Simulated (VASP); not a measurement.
Wanted: the native input for a VASP 6.6.1 run.

| Property | Result |
| --- | --- |
| Task | single point |
| Functional | PBE |
| Potentials or basis | VASP PAW PBE potentials, release 64 (Rb_sv, Cl) |
| Cutoff | 500 eV |
| k mesh | 6 × 6 × 6 |
| Occupations | gaussian, width 0.02 eV |
| Spin | no spin polarisation |
| Dipole correction | no |
| Further INCAR settings | ALGO = Normal; EDIFF = 1e-06; NBANDS = 15 |

The structure of RbCl lies in POSCAR:

```
RbCl
1.0
    0.0000000000      3.1333722452      3.1333722452
    3.1333722452      0.0000000000      3.1333722452
    3.1333722452      3.1333722452      0.0000000000
Rb Cl
1 1
Direct
    0.0000000000      0.0000000000      0.0000000000
    0.5000000000      0.5000000000      0.5000000000
```

This cell differs from its parent crystal: Na replaced by Rb, lengths x 1.121, strained.

The input as run:

INCAR

```
ALGO = Normal
EDIFF = 1E-6
ENCUT = 500
GGA = PE
GGA_COMPAT = F
ISIF = 2
ISMEAR = 0
LASPH = T
LCHARG = F
LREAL = F
LWAVE = F
NBANDS = 15
NELM = 120
PREC = Accurate
SIGMA = 0.02
```

KPOINTS

```
k-points
0
Gamma
  6 6 6
```

Potentials or basis: VASP PAW PBE potentials, release 64 (Rb_sv, Cl).

Launch:

```bash
$ cat potpaw_PBE.64/Rb_sv/POTCAR potpaw_PBE.64/Cl/POTCAR > POTCAR
$ mpirun -np 1 vasp_std > vasp.out
```

Results of the run:

* Pressure: 4.7 GPa
* Band gap on the k mesh: 5.51 eV, direct

Caveat: the cell differs from its parent crystal (Na replaced by Rb, lengths x 1.121, strained).

Wall time 12 s on 1 thread of Intel(R) Xeon(R) Platinum 8259CL CPU @ 2.50GHz (Skylake/Cascade Lake), on a shared host, peak memory 0.17 GiB.
